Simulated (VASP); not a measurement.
# Al in VASP: single point with LDA

Aim: the single point of Al with LDA.

Everything below comes from runs of VASP 6.6.1. Logs are shortened: lines on timing, memory, paths and dates and some standing lists are left out, and cuts for length are marked.

**1. The cell of the first run**

The cell holds a slab with vacuum, 37 atoms: a = 5.654 Å, b = 5.654 Å, c = 40.172 Å, α = 90.00°, β = 90.00°, γ = 120.00°.

**2. Single point, LDA**

The input, INCAR:

```
SYSTEM = Al
  PREC = Accurate
  ENCUT = 520
  EDIFF = 1E-6
  ISMEAR = 0
  SIGMA = 0.1
  LREAL = Auto
  LASPH = .True.
  NELM = 60
  ALGO = Fast
  ISIF = 2
  LWAVE = .False.
  LCHARG = .True.
  LDIPOL = .True.
  IDIPOL = 3
  DIPOL = 0.5 0.5 0.485
  LELF = .True.
  LVHAR = .True.
  LVACPOTAV = .True.
  NBANDS = 80
```

The input, KPOINTS:

```
regular mesh
0
Gamma
  12 12 1
  0 0 0
```

The input, POSCAR:

```
Al
1.0
    5.6541540400      0.0000000000      0.0000000000
   -2.8270770200      4.8966410400      0.0000000000
    0.0000000000      0.0000000000     40.1719863132
Al
37
Direct
    0.1666666666      0.3333333332      0.2489296875
    0.1666666664      0.8333333330      0.2489296875
    0.6666666668      0.3333333332      0.2489296875
    0.6666666666      0.8333333330      0.2489296875
    0.0000000000      0.0000000000      0.3060963522
   -0.0000000002      0.4999999998      0.3060963522
    0.5000000002      0.0000000000      0.3060963522
    0.5000000000      0.4999999998      0.3060963522
    0.3333333334      0.1666666666      0.3632630078
    0.3333333332      0.6666666664      0.3632630078
    0.8333333336      0.1666666666      0.3632630078
    0.8333333334      0.6666666664      0.3632630078
    0.0000000000      0.0000000000      0.4204296725
   -0.0000000002      0.4999999998      0.4204296725
    0.5000000002      0.0000000000      0.4204296725
    0.5000000000      0.4999999998      0.4204296725
    0.1663706885      0.3331853441      0.4773425982
    0.1666666664      0.8333333330      0.4772109831
    0.6668146559      0.3331853441      0.4773425982
    0.6668146556      0.8336293110      0.4773425982
   -0.0000364749      0.0000364749      0.5343867693
   -0.0000364751      0.4999270500      0.5343867693
    0.5000729500      0.0000364749      0.5343867693
    0.5000000000      0.4999999998      0.5343778252
    0.3333413168      0.1666826333      0.5920610376
    0.3333413165      0.6666586830      0.5920610376
    0.8333333336      0.1666666666      0.5920142633
    0.8333173667      0.6666586830      0.5920610376
    0.0009679553     -0.0009679553      0.6488662628
    0.0009679551      0.5019359104      0.6488662628
    0.4980640895     -0.0009679553      0.6488662628
    0.5000000000      0.4999999998      0.6486121850
    0.1729292251      0.3364646124      0.7056126114
    0.1666666664      0.8333333330      0.7083565948
    0.6635353876      0.3364646124      0.7056126114
    0.6635353873      0.8270707745      0.7056126114
    0.8333333336      0.1666666666      0.7578016298
```

Potentials or basis: VASP PAW LDA potentials, release 64 (Al).

Started as:

```
cat potpaw_LDA.64/Al/POTCAR > POTCAR
mpirun -np 1 vasp_std > vasp.out
```

OUTCAR:

```text
SYSTEM = Al
   PREC = Accurate
   ENCUT = 520
   EDIFF = 1E-6
   ISMEAR = 0
   LREAL = Auto
   LASPH = .True.
   NELM = 60
   ISIF = 2

 ion  position               nearest neighbor table
   1  0.167  0.333  0.249-   6 2.82   8 2.82   5 2.82   3 2.83   3 2.83   4 2.83   2 2.83   2 2.83
                             4 2.83
   2  0.167  0.833  0.249-   5 2.82   6 2.82   7 2.82   4 2.83   3 2.83   4 2.83   1 2.83   1 2.83
                             3 2.83
   3  0.667  0.333  0.249-   6 2.82   8 2.82   7 2.82   1 2.83   2 2.83   1 2.83   4 2.83   4 2.83
                             2 2.83
   4  0.667  0.833  0.249-   5 2.82   7 2.82   8 2.82   2 2.83   2 2.83   3 2.83   1 2.83   1 2.83
                             3 2.83
   5  0.000  0.000  0.306-  11 2.82   9 2.82  12 2.82   4 2.82   2 2.82   1 2.82   7 2.83   7 2.83
                             6 2.83   8 2.83   8 2.83   6 2.83
   6  1.000  0.500  0.306-  12 2.82  10 2.82  11 2.82   3 2.82   1 2.82   2 2.82   8 2.83   7 2.83
                             8 2.83   5 2.83   5 2.83   7 2.83
   7  0.500  0.000  0.306-  11 2.82   9 2.82  10 2.82   4 2.82   3 2.82   2 2.82   5 2.83   6 2.83
                             5 2.83   8 2.83   8 2.83   6 2.83
   8  0.500  0.500  0.306-  12 2.82  10 2.82   9 2.82   3 2.82   1 2.82   4 2.82   6 2.83   6 2.83
                             5 2.83   7 2.83   5 2.83   7 2.83
   9  0.333  0.167  0.363-   5 2.82   7 2.82   8 2.82  13 2.82  15 2.82  16 2.82  11 2.83  11 2.83
[... 40 lines left out ...]
                            32 2.83  31 2.84  30 2.84  34 2.89
  30  0.001  0.502  0.649-  28 2.80  26 2.80  29 2.81  31 2.81  27 2.81  35 2.82  33 2.82  32 2.83
                            32 2.83  31 2.84  29 2.84  34 2.89
  31  0.498  0.999  0.649-  25 2.80  26 2.80  29 2.81  30 2.81  27 2.81  35 2.82  36 2.82  32 2.83
                            32 2.83  29 2.84  30 2.84  34 2.89
  32  0.500  0.500  0.649-  33 2.79  36 2.79  35 2.79  28 2.80  26 2.80  25 2.80  30 2.83  31 2.83
                            30 2.83  29 2.83  29 2.83  31 2.83
  33  0.173  0.336  0.706-  37 2.68  36 2.77  35 2.77  32 2.79  29 2.82  30 2.82  34 2.83  34 2.83
                            35 2.88  36 2.88
  34  0.167  0.833  0.708-  36 2.83  35 2.83  36 2.83  33 2.83  33 2.83  35 2.83  29 2.89  30 2.89
                            31 2.89
  35  0.664  0.336  0.706-  37 2.68  33 2.77  36 2.77  32 2.79  30 2.82  31 2.82  34 2.83  34 2.83
                            33 2.88  36 2.88
  36  0.664  0.827  0.706-  37 2.68  33 2.77  35 2.77  32 2.79  29 2.82  31 2.82  34 2.83  34 2.83
                            35 2.88  33 2.88
  37  0.833  0.167  0.758-  33 2.68  35 2.68  36 2.68

  LATTYP: Found a hexagonal cell.
 ALAT       =     5.6541540400
 C/A-ratio  =     7.1048623771

  Lattice vectors:

 A1 = (   5.6541540400,   0.0000000000,   0.0000000000)
 A2 = (  -2.8270770200,   4.8966410400,   0.0000000000)
 A3 = (   0.0000000000,   0.0000000000,  40.1719863132)

Analysis of symmetry for initial positions (statically):
=====================================================================
 Subroutine PRICEL returns:
 Original cell was already a primitive cell.

 Routine SETGRP: Setting up the symmetry group for a
 hexagonal supercell.

 Subroutine GETGRP returns: Found  6 space group operations
 (whereof  2 operations were pure point group operations)
 out of a pool of 24 trial point group operations.

The static configuration has the point symmetry C_1h.
 The point group associated with its full space group is C_3v.

Analysis of symmetry for dynamics (positions and initial velocities):
=====================================================================
 Subroutine PRICEL returns:
 Original cell was already a primitive cell.

 Routine SETGRP: Setting up the symmetry group for a
 hexagonal supercell.

 Subroutine GETGRP returns: Found  6 space group operations
 (whereof  2 operations were pure point group operations)
 out of a pool of 24 trial point group operations.

The dynamic configuration has the point symmetry C_1h.
 The point group associated with its full space group is C_3v.

 Subroutine INISYM returns: Found  6 space group operations
 (whereof  2 operations are pure point group operations),
 and found     1 'primitive' translations

----------------------------------------------------------------------------------------

                                     Primitive cell

  volume of cell :    1112.2162

  direct lattice vectors                    reciprocal lattice vectors
     5.654154040  0.000000000  0.000000000     0.176861117  0.102110813  0.000000000
[... 98 lines left out ...]
     0.000000000  0.000000000  0.024892969     0.000000000  0.000000000  1.000000000

  Length of vectors
     0.017018469  0.017018469  0.024892969

  Shift w.r.t. Gamma in fractional coordinates (k-lattice)
     0.000000000  0.000000000  0.000000000

 Subroutine IBZKPT returns following result:
 ===========================================

 Found     19 irreducible k-points:

 Following reciprocal coordinates:
            Coordinates               Weight
  0.000000  0.000000  0.000000      1.000000
  0.083333  0.000000  0.000000      6.000000
  0.166667  0.000000  0.000000      6.000000
  0.250000  0.000000  0.000000      6.000000
  0.333333  0.000000  0.000000      6.000000
  0.416667  0.000000  0.000000      6.000000
[... 11 lines left out ...]
  0.333333  0.250000  0.000000     12.000000
  0.333333  0.333333  0.000000      2.000000
   k-points           NKPTS =     19   k-points in BZ     NKDIM =     19   number of bands    NBANDS=     80
   number of dos      NEDOS =    301   number of ions     NIONS =     37
   total plane-waves  NPLWV = 529200
   dimension x,y,z NGX =    42 NGY =   42 NGZ =  300
   dimension x,y,z NGXF=    84 NGYF=   84 NGZF=  600
   ions per type =              37
   NGX,Y,Z   is equivalent  to a cutoff of  12.35, 12.35, 12.42 a.u.
   NGXF,Y,Z  is equivalent  to a cutoff of  24.70, 24.70, 24.83 a.u.
 SYSTEM =  Al
   PREC   = accura    normal or accurate (medium, high low for compatibility)
   ISTART =      0    job   : 0-new  1-cont  2-samecut
   ICHARG =      2    charge: 1-file 2-atom 10-const
   ISPIN  =      1    spin polarized calculation?
   LNONCOLLINEAR =      F non collinear calculations
   LSORBIT =      F    spin-orbit coupling
   LASPH  =      T    aspherical Exc in radial PAW
   ENCUT  =  520.0 eV  38.22 Ry    6.18 a.u.  10.51 10.51 74.69*2*pi/ulx,y,z
   NELM   =     60;   NELMIN=  2; NELMDL= -5     # of ELM steps
   EDIFF  = 0.1E-05   stopping-criterion for ELM
   LREAL  =      T    real-space projection
   EDIFFG = 0.1E-04   stopping-criterion for IOM
   NSW    =      0    number of steps for IOM
   IBRION =     -1    ionic relax: 0-MD 1-quasi-New 2-CG
   NFREE  =      0    steps in history (QN), initial steepest desc. (CG)
   ISIF   =      2    stress and relaxation
   ISYM   =      2    0-nonsym 1-usesym 2-fastsym
   POTIM  = 0.5000    time-step for ionic-motion
   TEBEG  =    0.0;   TEEND  =   0.0 temperature during run
   PSTRESS=    0.0 pullay stress
   NELECT =     111.0000    total number of electrons
   NUPDOWN=      -1.0000    fix difference up-down
   EMIN   =  10.00;   EMAX   =-10.00  energy-range for DOS
   EFERMI =   0.00;   METHOD = LEGACY
   ISMEAR =     0;   SIGMA  =   0.10  broadening in eV -4-tet -1-fermi 0-gaus
   EFERMI_NEDOS =   21; number of points for ismear=-14 and -15
   IALGO  =     68    algorithm
   IMIX   =      4    mixing-type and parameters
     AMIX     =   0.40;   BMIX     =  1.00
     AMIX_MAG =   1.60;   BMIX_MAG =  1.00
  volume/ion in A,a.u.               =      30.06       202.85
  Fermi-wavevector in a.u.,A,eV,Ry     =   0.759369  1.434999  7.845677  0.576641
  Thomas-Fermi vector in A             =   1.858148
   LORBIT       =      0    0 simple, 1 ext, 2 COOP (PROOUT), +10 PAW based schemes
   GGA     = CA    functional components
   LHFCALC =     F    Hartree Fock is set to
   AEXX    =    0.0000 exact exchange contribution
   IVDW    =     0    specifies the selected vdW correction
   LEPSILON=     F    determine dielectric tensor
   LRPA    =     F    only Hartree local field effects (RPA)
 non-spin polarized calculation
 RMM-DIIS sequential band-by-band and
 Gauss-broadening in eV      SIGMA  =   0.10
  energy-cutoff  :      520.00
  volume of cell :     1112.22
 maximum number of plane-waves:     30059
   NGX = 21   NGY = 21   NGZ =149

 dipolmoment           0.000000      0.000000     -0.003498 electrons x Angstroem

 number of electron     111.0000001 magnetization

 dipolmoment           0.000000      0.000000      0.031665 electrons x Angstroem

 Free energy of the ion-electron system (eV)
  ---------------------------------------------------
  ext. energy  EPLUGINS =         0.00000000
  ---------------------------------------------------
  free energy    TOTEN  =      -150.40497361 eV

  energy without entropy =     -150.33120731  energy(sigma->0) =     -150.36809046

 E-fermi :   2.3146     XC(G=0):  -6.1144

 val. band max:        2.3103419878   @ k =   0.4167   0.0833   0.0000
 cond. band min:       2.3164807614   @ k =   0.5000   0.0000   0.0000
 fundamental gap:      0.0061387736
 Fermi energy:         2.3145640284

 k-point     1 :       0.0000    0.0000    0.0000
  band No.  band energies     occupation
      1      -8.9714      2.00000
      2      -8.7277      2.00000
      3      -8.3465      2.00000
      4      -7.7935      2.00000
      5      -7.1245      2.00000
      6      -6.3320      2.00000
[... 1319 lines left out ...]
     66       4.5490      0.00000
     67       4.7720      0.00000
 [bands above 67 left out]

------------------------ aborting loop because EDIFF is reached ----------------------------------------

  FORCE on cell =-STRESS in cart. coord.  units (eV):
  Direction    XX          YY          ZZ          XY          YZ          ZX
  --------------------------------------------------------------------------------------
  -------------------------------------------------------------------------------------
  Total       -6.0290629     -6.0290629      2.6670919      0.0000000      0.0000000     -0.0000000
  in kB       -8.6850272     -8.6850273      3.8420177      0.0000000      0.0000000     -0.0000000
  external PRESSURE =      -4.5093456 kB  Pullay stress =       0.0000000 kB

 VOLUME and BASIS-vectors are now :
 -----------------------------------------------------------------------------
  energy-cutoff  :      520.00
  volume of cell :     1112.22
      direct lattice vectors                 reciprocal lattice vectors
     5.654154040  0.000000000  0.000000000     0.176861117  0.102110813  0.000000000
    -2.827077020  4.896641040  0.000000000     0.000000000  0.204221627  0.000000000
     0.000000000  0.000000000 40.171986313     0.000000000  0.000000000  0.024892969

 POSITION                                       TOTAL-FORCE (eV/Angst)
 -----------------------------------------------------------------------------------
      0.00000      1.63221     10.00000        -0.034048     -0.019657     -0.054050
     -1.41354      4.08053     10.00000         0.000000     -0.000000     -0.046437
      2.82708      1.63221     10.00000         0.034048     -0.019657     -0.054050
      1.41354      4.08053     10.00000        -0.000000      0.039315     -0.054050
      0.00000      0.00000     12.29650        -0.017975      0.010378      0.025707
      4.24062      2.44832     12.29650         0.000000     -0.020755      0.025707
[... 29 lines left out ...]
      1.41354      4.04987     28.34586         0.000000     -0.023659     -0.002609
      4.24062      0.81611     30.44240         0.000000     -0.000000      0.029759
 -----------------------------------------------------------------------------------
    total drift:                               -0.000000     -0.000000      0.010593

  FREE ENERGIE OF THE ION-ELECTRON SYSTEM (eV)
  ---------------------------------------------------
  free  energy   TOTEN  =      -150.4049736113 eV

  energy  without entropy=     -150.3312073068  energy(sigma->0) =     -150.36809046

 vacuum level on the upper side and lower side of the slab         6.764         6.557
```

Run time: 2.1 h. Hardware: 1 thread of Oxide Virtual Turin-like, shared host; peak memory 1.3 GiB.

What came out:

- Free energy: -150.4050 eV
- Largest force: 0.109 eV/Å
- Band gap on the k mesh: zero (an odd number of electrons rules out a gap without spin polarisation)

Forces in eV/Å, atoms in the order of the input:
```
Al  -0.034 -0.020 -0.054
Al   0.000  0.000 -0.046
Al   0.034 -0.020 -0.054
Al   0.000  0.039 -0.054
Al  -0.018  0.010  0.026
Al   0.000 -0.021  0.026
Al   0.018  0.010  0.026
Al   0.000  0.000  0.038
Al   0.000  0.006 -0.004
Al   0.005 -0.003 -0.004
Al   0.000  0.000 -0.038
Al  -0.005 -0.003 -0.004
Al   0.005 -0.003 -0.013
Al   0.000  0.005 -0.013
Al  -0.005 -0.003 -0.013
Al   0.000  0.000  0.001
Al   0.005  0.003  0.009
Al   0.000  0.000  0.023
Al  -0.005  0.003  0.009
Al   0.000 -0.006  0.009
Al   0.009 -0.005  0.032
Al   0.000  0.011  0.032
Al  -0.009 -0.005  0.032
Al   0.000  0.000  0.039
Al   0.000 -0.021 -0.087
Al  -0.018  0.010 -0.087
Al   0.000  0.000 -0.070
Al   0.018  0.010 -0.087
Al  -0.001  0.001  0.070
Al   0.000 -0.002  0.070
Al   0.001  0.001  0.070
Al   0.000  0.000  0.109
Al   0.020  0.012 -0.003
Al   0.000  0.000 -0.013
Al  -0.020  0.012 -0.003
Al   0.000 -0.024 -0.003
Al   0.000  0.000  0.030
```
